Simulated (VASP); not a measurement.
Here is a VASP 6.6.1 calculation.

INCAR

```
PREC     = Accurate       # precision mode
ENCUT    = 400            # plane-wave cutoff, eV
EDIFF    = 1E-6           # SCF threshold, eV
ISMEAR   = 0              # smearing method
SIGMA    = 0.03           # smearing width, eV
LREAL    = F              # projectors in reciprocal space
LASPH    = T              # aspherical terms in the spheres
NELM     = 120            # most SCF steps
ALGO     = Normal         # electronic algorithm
ISIF     = 2              # what is computed and relaxed
LWAVE    = F              # write WAVECAR
LCHARG   = F              # write CHGCAR
LDIPOL   = T            
IDIPOL   = 3            
DIPOL    = 0.5 0.5 0.278
GGA      = PS             # functional
IVDW     = 12             # dispersion correction
NBANDS   = 30             # bands
GGA_COMPAT= F            
NELMDL   = -8
```

Contents of KPOINTS:

```
Automatic mesh
0
Gamma
  12 12 1
```

The input POSCAR:

```
In2Se3
1.0
    3.9772941129      0.0000000000      0.0000000000
   -1.9886470565      3.4444377401      0.0000000000
    0.0000000000      0.0000000000     37.2999999992
Se In
3 2
Direct
    0.3333333333      0.6666666667      0.1858198376
    0.6666666667      0.3333333333      0.2867481238
    0.3333333333      0.6666666667      0.3667475055
    0.6666666667      0.3333333333      0.2197191678
    0.0000000000      0.0000000000      0.3310457942
```

Potentials or basis: VASP PAW PBE potentials, release 64 (Se, In_d).

The run is started by

```sh
$ cat potpaw_PBE.64/Se/POTCAR potpaw_PBE.64/In_d/POTCAR > POTCAR
$ mpirun -np 1 vasp_std > vasp.out
```

Estimate the band gap on the k mesh.

0.85 eV (least direct gap 0.90 eV).

Predict the dispersion energy per atom.

-0.235 eV.

Forces on the atoms (eV/Å):
```
Se   0.000  0.000 -0.021
Se   0.000  0.000 -0.004
Se   0.000  0.000  0.013
In   0.000  0.000  0.009
In   0.000  0.000  0.003
```

Caveat: the PAW data sets were made with another functional, which shifts forces and pressure a little; spin-orbit coupling is left out, which moves the levels of the heavy elements.
